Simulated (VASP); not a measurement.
B2As3, 10 atoms in the cell. The structure is trigonal, space group P-3m1 (No. 164). Conventional cell: a = 3.445 Å, b = 3.445 Å, c = 15.238 Å, α = 90.00°, β = 90.00°, γ = 120.00°. Within 2.8 Å of B (site symmetry 3m) lie 4 As at 2.10 to 2.14 Å. Within 2.8 Å of B (site symmetry 3m) lie 4 As at 2.09 to 2.10 Å. As (site symmetry 3m) has 1 B at 2.14 Å and 3 As at 2.48 Å within 2.8 Å. As (site symmetry 3m) has 4 B at 2.09 to 2.10 Å within 2.8 Å. As (site symmetry 3m) has 3 B at 2.10 Å within 2.8 Å. 

* Program: VASP 6.6.1
* Task: relaxation of cell and atoms
* Functional: PBE
* Potentials or basis: VASP PAW PBE potentials, release 64 (B, As)
* Cutoff: 600 eV
* k mesh: 12 × 12 × 2
* Occupations: gaussian, width 0.1 eV
* Spin: no spin polarisation
* Dipole correction: no
* Further INCAR settings: ALGO = Normal; EDIFF = 1e-07; IBRION = 2; EDIFFG = -0.01; NSW = 100; ISIF = 3

Potentials or basis: VASP PAW PBE potentials, release 64 (B, As).

Run with:

```sh
$ cat potpaw_PBE.64/B/POTCAR potpaw_PBE.64/As/POTCAR > POTCAR
$ mpirun -np 1 vasp_std > vasp.out
```

Hardware: 1 thread of Intel(R) Xeon(R) 6975P-C (Granite Rapids) (shared host).

Question: How long does it take, and how much memory?

Answer: Run time: 12 min on 1 thread of Intel(R) Xeon(R) 6975P-C (Granite Rapids) (shared host), peak memory 0.41 GiB. Counts: scf iterations 89, k points 38, ion steps 12.
